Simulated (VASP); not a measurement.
# Mg7Te in VASP: a series of runs

The runs below take Mg7Te through single point, with PBE.

Everything below comes from runs of VASP 6.6.1. Logs are shortened: lines on timing, memory, paths and dates and some standing lists are left out, and cuts for length are marked.

## (1) The cell of the first run

It takes space group R-3m (No. 166, trigonal). Conventional cell: a = 6.434 Å, b = 6.434 Å, c = 15.711 Å, α = 90.00°, β = 90.00°, γ = 120.00°. Mg (site symmetry 2/m) has 10 Mg at 3.21 to 3.22 Å and 2 Te at 3.22 Å within 4.2 Å. Within 4.2 Å of Mg (site symmetry 2/m) lie 2 Te at 3.21 Å and 10 Mg at 3.21 to 3.22 Å. Mg (site symmetry -3m) has 12 Mg at 3.21 to 3.22 Å within 4.2 Å. Te (site symmetry -3m) has 12 Mg at 3.21 to 3.22 Å within 4.2 Å.

The cell was built from a structure type or drawn by symmetry, and may not be a known phase.

## (2) Single point, PBE

Input file INCAR:

```
SYSTEM = Mg7Te
PREC = Accurate ; ENCUT = 520
EDIFF = 1E-6 ; ISMEAR = 0
SIGMA = 0.2 ; LREAL = .FALSE.
LASPH = .TRUE. ; NELM = 80
ALGO = Normal ; ISIF = 2
LWAVE = .FALSE. ; LCHARG = .FALSE.
GGA = PE ; NBANDS = 20
```

Input file KPOINTS:

```
regular mesh
0
G
  3 3 3
  0 0 0
```

Input file POSCAR:

```
Mg7Te
1.0
    3.2169664786      1.8573164644      5.2368536805
   -3.2169664786      1.8573164644      5.2368536805
    0.0000000000     -3.7146329228      5.2368536826
Mg Te
7 1
Direct
    0.0000000000      0.0000000000      0.5000000000
    0.5000000000      0.0000000000      0.0000000000
    0.0000000000      0.5000000000      0.0000000000
    0.5000000000      0.5000000000      0.0000000000
    0.0000000000      0.5000000000      0.5000000000
    0.5000000000      0.0000000000      0.5000000000
    0.0000000000      0.0000000000      0.0000000000
    0.5000000000      0.5000000000      0.5000000000
```

Potentials or basis: VASP PAW PBE potentials, release 64 (Mg, Te).

Command:

```sh
> cat potpaw_PBE.64/Mg/POTCAR potpaw_PBE.64/Te/POTCAR > POTCAR
> mpirun -np 1 vasp_std > vasp.out
```

OUTCAR:

```text
SYSTEM = Mg7Te
   PREC = Accurate
   ENCUT = 520
   EDIFF = 1E-6
   ISMEAR = 0
   LREAL = .FALSE.
   LASPH = .TRUE.
   NELM = 80
   ISIF = 2
   GGA = PE

 ion  position               nearest neighbor table
   1  0.000  0.000  0.500-   7 3.21   7 3.21   5 3.21   6 3.21   5 3.21   6 3.21   8 3.22   8 3.22
                             2 3.22   2 3.22   3 3.22   3 3.22
   2  0.500  0.000  0.000-   6 3.21   6 3.21   7 3.21   4 3.21   4 3.21   7 3.21   3 3.22   3 3.22
                             8 3.22   1 3.22   1 3.22   8 3.22
   3  0.000  0.500  0.000-   5 3.21   5 3.21   7 3.21   4 3.21   7 3.21   4 3.21   2 3.22   2 3.22
                             8 3.22   1 3.22   1 3.22   8 3.22
   4  0.500  0.500  0.000-   8 3.21   8 3.21   2 3.21   3 3.21   2 3.21   3 3.21   7 3.22   7 3.22
                             5 3.22   6 3.22   5 3.22   6 3.22
   5  0.000  0.500  0.500-   3 3.21   3 3.21   8 3.21   1 3.21   1 3.21   8 3.21   6 3.22   6 3.22
                             7 3.22   4 3.22   4 3.22   7 3.22
   6  0.500  0.000  0.500-   2 3.21   2 3.21   8 3.21   1 3.21   8 3.21   1 3.21   5 3.22   5 3.22
                             7 3.22   4 3.22   4 3.22   7 3.22
   7  0.000  0.000  0.000-   1 3.21   1 3.21   3 3.21   2 3.21   3 3.21   2 3.21   4 3.22   4 3.22
                             5 3.22   5 3.22   6 3.22   6 3.22
   8  0.500  0.500  0.500-   4 3.21   4 3.21   6 3.21   5 3.21   6 3.21   5 3.21   1 3.22   1 3.22
                             2 3.22   3 3.22   3 3.22   2 3.22

  LATTYP: Found a trigonal (rhomboedric) cell.
 ALAT       =     6.4205244524
 COS(alpha) =     0.4979094378

  Lattice vectors:

 A1 = (   3.2169664786,   1.8573164644,   5.2368536805)
 A2 = (  -3.2169664786,   1.8573164644,   5.2368536805)
 A3 = (   0.0000000000,  -3.7146329228,   5.2368536826)

Analysis of symmetry for initial positions (statically):
=====================================================================
 Subroutine PRICEL returns:
 Original cell was already a primitive cell.

 Routine SETGRP: Setting up the symmetry group for a
 trigonal (rhombohedral) supercell.

 Subroutine GETGRP returns: Found 12 space group operations
 (whereof 12 operations were pure point group operations)
 out of a pool of 12 trial point group operations.

The static configuration has the point symmetry D_3d.

Analysis of symmetry for dynamics (positions and initial velocities):
=====================================================================
 Subroutine PRICEL returns:
 Original cell was already a primitive cell.

 Routine SETGRP: Setting up the symmetry group for a
 trigonal (rhombohedral) supercell.

[... 105 lines left out ...]
   POTIM  = 0.5000    time-step for ionic-motion
   TEBEG  =    0.0;   TEEND  =   0.0 temperature during run
   PSTRESS=    0.0 pullay stress
   NELECT =      20.0000    total number of electrons
   NUPDOWN=      -1.0000    fix difference up-down
   EMIN   =  10.00;   EMAX   =-10.00  energy-range for DOS
   EFERMI =   0.00;   METHOD = LEGACY
   ISMEAR =     0;   SIGMA  =   0.20  broadening in eV -4-tet -1-fermi 0-gaus
   EFERMI_NEDOS =   21; number of points for ismear=-14 and -15
   IALGO  =     38    algorithm
   IMIX   =      4    mixing-type and parameters
     AMIX     =   0.40;   BMIX     =  1.00
     AMIX_MAG =   1.60;   BMIX_MAG =  1.00
  volume/ion in A,a.u.               =      23.47       158.37
  Fermi-wavevector in a.u.,A,eV,Ry     =   0.776069  1.466557  8.194551  0.602282
  Thomas-Fermi vector in A             =   1.878469
   LORBIT       =      0    0 simple, 1 ext, 2 COOP (PROOUT), +10 PAW based schemes
   GGA     = PE    functional components
   LHFCALC =     F    Hartree Fock is set to
   AEXX    =    0.0000 exact exchange contribution
   IVDW    =     0    specifies the selected vdW correction
   LEPSILON=     F    determine dielectric tensor
   LRPA    =     F    only Hartree local field effects (RPA)
 non-spin polarized calculation
 Gauss-broadening in eV      SIGMA  =   0.20
  energy-cutoff  :      520.00
  volume of cell :      187.74
 maximum number of plane-waves:      5057
   NGX = 23   NGY = 23   NGZ = 23

 number of electron      20.0000001 magnetization

 Free energy of the ion-electron system (eV)
  ---------------------------------------------------
  ext. energy  EPLUGINS =         0.00000000
  ---------------------------------------------------
  free energy    TOTEN  =       -14.77332085 eV

  energy without entropy =      -14.70565359  energy(sigma->0) =      -14.73948722

 E-fermi :   3.6768     XC(G=0):  -8.7339

 val. band max:        3.6706106141   @ k =   0.0000   0.0000   0.0000
 cond. band min:       3.9421357077   @ k =  -0.3333   0.3333   0.0000
 fundamental gap:      0.2715250937
 Fermi energy:         3.6767842535

 k-point     1 :       0.0000    0.0000    0.0000
  band No.  band energies     occupation
      1      -8.2752      2.00000
      2      -2.0019      2.00000
      3      -0.5040      2.00000
      4      -0.5040      2.00000
      5      -0.5025      2.00000
      6       1.8461      2.00000
[... 127 lines left out ...]
     19       7.8854      0.00000
     20       7.9180      0.00000

------------------------ aborting loop because EDIFF is reached ----------------------------------------

  FORCE on cell =-STRESS in cart. coord.  units (eV):
  Direction    XX          YY          ZZ          XY          YZ          ZX
  --------------------------------------------------------------------------------------
  -------------------------------------------------------------------------------------
  Total        0.0205431      0.0205431      0.2583434      0.0000000      0.0000000      0.0000000
  in kB        0.1753162      0.1753162      2.2047217      0.0000000      0.0000000      0.0000000
  external PRESSURE =       0.8517847 kB  Pullay stress =       0.0000000 kB

 VOLUME and BASIS-vectors are now :
 -----------------------------------------------------------------------------
  energy-cutoff  :      520.00
  volume of cell :      187.74
      direct lattice vectors                 reciprocal lattice vectors
     3.216966479  1.857316464  5.236853681     0.155425928  0.089735201  0.063651451
    -3.216966479  1.857316464  5.236853681    -0.155425928  0.089735201  0.063651451
     0.000000000 -3.714632923  5.236853683     0.000000000 -0.179470403  0.063651451

 POSITION                                       TOTAL-FORCE (eV/Angst)
 -----------------------------------------------------------------------------------
      0.00000     -1.85732      2.61843        -0.000000      0.000000     -0.000000
      1.60848      0.92866      2.61843         0.000000     -0.000000     -0.000000
     -1.60848      0.92866      2.61843         0.000000      0.000000      0.000000
      0.00000      1.85732      5.23685        -0.000000     -0.000000      0.000000
     -1.60848     -0.92866      5.23685         0.000000      0.000000      0.000000
      1.60848     -0.92866      5.23685         0.000000     -0.000000      0.000000
      0.00000      0.00000      0.00000         0.000000     -0.000000      0.000000
      0.00000      0.00000      7.85528         0.000000     -0.000000     -0.000000
 -----------------------------------------------------------------------------------
    total drift:                                0.000000      0.000000     -0.000000

  FREE ENERGIE OF THE ION-ELECTRON SYSTEM (eV)
  ---------------------------------------------------
  free  energy   TOTEN  =       -14.7733208522 eV

  energy  without entropy=      -14.7056535923  energy(sigma->0) =      -14.73948722
```

OSZICAR:

```text
N       E                     dE             d eps       ncg     rms          rms(c)
DAV:   1     0.338845564093E+02    0.33885E+02   -0.62670E+03   240   0.744E+02
DAV:   2    -0.115516214267E+02   -0.45436E+02   -0.43009E+02   304   0.935E+01
DAV:   3    -0.148018322082E+02   -0.32502E+01   -0.32149E+01   292   0.227E+01
DAV:   4    -0.148540648513E+02   -0.52233E-01   -0.52213E-01   292   0.332E+00
DAV:   5    -0.148551926058E+02   -0.11278E-02   -0.11277E-02   308   0.524E-01    0.587E+00
DAV:   6    -0.148073694158E+02    0.47823E-01   -0.22000E-02   276   0.708E-01    0.364E+00
DAV:   7    -0.147748207911E+02    0.32549E-01   -0.38921E-02   284   0.890E-01    0.183E-01
DAV:   8    -0.147734305577E+02    0.13902E-02   -0.29901E-03   284   0.262E-01    0.189E-01
DAV:   9    -0.147733435873E+02    0.86970E-04   -0.84640E-04   280   0.109E-01    0.769E-02
DAV:  10    -0.147733232254E+02    0.20362E-04   -0.18126E-05   284   0.223E-02    0.383E-02
DAV:  11    -0.147733206030E+02    0.26224E-05   -0.65075E-06   284   0.104E-02    0.411E-02
DAV:  12    -0.147733208522E+02   -0.24915E-06   -0.67829E-07   180   0.413E-03
   1 F= -.14773321E+02 E0= -.14739487E+02  d E =-.676673E-01
```

It took 29 s on 1 thread of Intel Xeon 8259CL, shared host; peak memory 0.31 GiB.

Results:

| Item | Value |
| --- | --- |
| Free energy | -14.7733 eV |
| Pressure | 0.1 GPa |
| Band gap on the k mesh | zero (bands 10 and 11 overlap by 1.77 eV) |

Levels at points of the mesh, in eV from the Fermi level:
| k point | band 7 | band 8 | band 9 | band 10 | band 11 | band 12 | band 13 | band 14 |
| --- | --- | --- | --- | --- | --- | --- | --- | --- |
| (0.00, 0.00, 0.00) | -1.56 | -1.56 | -1.53 | -0.89 | -0.89 | -0.88 | -0.01 | 0.44 |

Caveat: the k points lie up to 0.40 Å⁻¹ apart, too coarse for converged energies and pressures of a metal; spin-orbit coupling is left out, which moves the levels of the heavy elements.

## (3) Single point, PBE

This run uses another cell than the first one, of 23.78 Å³/atom.

Input file INCAR:

```
PREC = Accurate
ENCUT = 520
EDIFF = 1E-6
ISMEAR = 0
SIGMA = 0.2
LREAL = F
LASPH = T
NELM = 100
ALGO = Fast
ISIF = 2
LWAVE = F
LCHARG = F
GGA = PE
NBANDS = 20
```

Input file KPOINTS:

```
regular mesh
0
Gamma
  4 4 4
```

Input file POSCAR:

```
Mg7Te
1.0
    0.0000000000      4.5646094582      4.5646094582
    4.5646094582      0.0000000000      4.5646094582
    4.5646094582      4.5646094582      0.0000000000
Mg Te
7 1
Direct
    0.5000000000      0.0000000000      0.0000000000
    0.0000000000      0.0000000000      0.5000000000
    0.0000000000      0.5000000000      0.0000000000
    0.0000000000      0.5000000000      0.5000000000
    0.5000000000      0.5000000000      0.0000000000
    0.5000000000      0.0000000000      0.5000000000
    0.5000000000      0.5000000000      0.5000000000
    0.0000000000      0.0000000000      0.0000000000
```

Potentials or basis: VASP PAW PBE potentials, release 64 (Mg, Te).

Command:

```sh
> cat potpaw_PBE.64/Mg/POTCAR potpaw_PBE.64/Te/POTCAR > POTCAR
> mpirun -np 1 vasp_std > vasp.out
```

Run time: 42 s. Hardware: 1 thread of Intel Xeon 8259CL, shared host; peak memory 0.32 GiB.

It converged, with:

| Item | Value |
| --- | --- |
| Free energy | -14.5287 eV |
| Pressure | -0.3 GPa |
| Band gap on the k mesh | zero (bands 10 and 11 overlap by 1.21 eV) |

Levels at points of the mesh, in eV from the Fermi level:
```tsv
k point	band 7	band 8	band 9	band 10	band 11	band 12	band 13	band 14
(0.00, 0.00, 0.00)	-1.59	-1.59	-1.59	-0.86	-0.86	-0.86	0.02	0.41
(0.50, 0.00, 0.00)	-2.12	-2.12	-1.33	-0.02	0.56	0.56	1.08	1.08
(0.50, 0.50, 0.00)	-1.27	-0.71	-0.71	-0.10	1.10	1.10	1.56	2.17
```

Caveat: spin-orbit coupling is left out, which moves the levels of the heavy elements.
